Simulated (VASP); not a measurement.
Set up this calculation in VASP 6.6.1, as the native input.

```yaml
Task: single point
Functional: LDA
Potentials_or_basis: VASP PAW LDA potentials, release 64 (Al)
Cutoff: 520 eV
k_mesh: 12 × 12 × 12
Occupations: fermi-dirac, width 0.08 eV
Spin: no spin polarisation
Dipole_correction: no
Further_INCAR_settings: ALGO = Normal; EDIFF = 1e-06; NBANDS = 10
```

The structure of Al lies in POSCAR:

```
Al
1.0
    0.0000000000      2.9258038909      2.9258038909
    2.9258038909      0.0000000000      2.9258038909
    2.9258038909      2.9258038909      0.0000000000
Al
2
Direct
   -0.1250000000     -0.1250000000     -0.1250000000
    0.1250000000      0.1250000000      0.1250000000
```

This cell differs from its parent crystal: volume scaled by 0.95.

The input as run:

INCAR

```
ALGO = Normal
EDIFF = 1E-6
ENCUT = 520
GGA = CA
ISIF = 2
ISMEAR = -1
LASPH = T
LCHARG = T
LELF = T
LREAL = F
LVHAR = T
LWAVE = F
NBANDS = 10
NELM = 80
PREC = Accurate
SIGMA = 0.08
```

KPOINTS

```
k-points
0
Gamma
  12 12 12
```

Potentials or basis: VASP PAW LDA potentials, release 64 (Al).

Command:

```bash
$ cat potpaw_LDA.64/Al/POTCAR > POTCAR
$ mpirun -np 1 vasp_std > vasp.out
```

Results of the run:

```json
{"Pressure": "2.4 GPa", "Band gap on the k mesh": "zero (band 3 reaches 5.54 eV, above the bottom of band 4 at 1.70 eV)"}
```

Run time: 13 s on 1 thread of Intel(R) Xeon(R) Platinum 8259CL CPU @ 2.50GHz (Skylake/Cascade Lake) (shared host), peak memory 0.16 GiB.
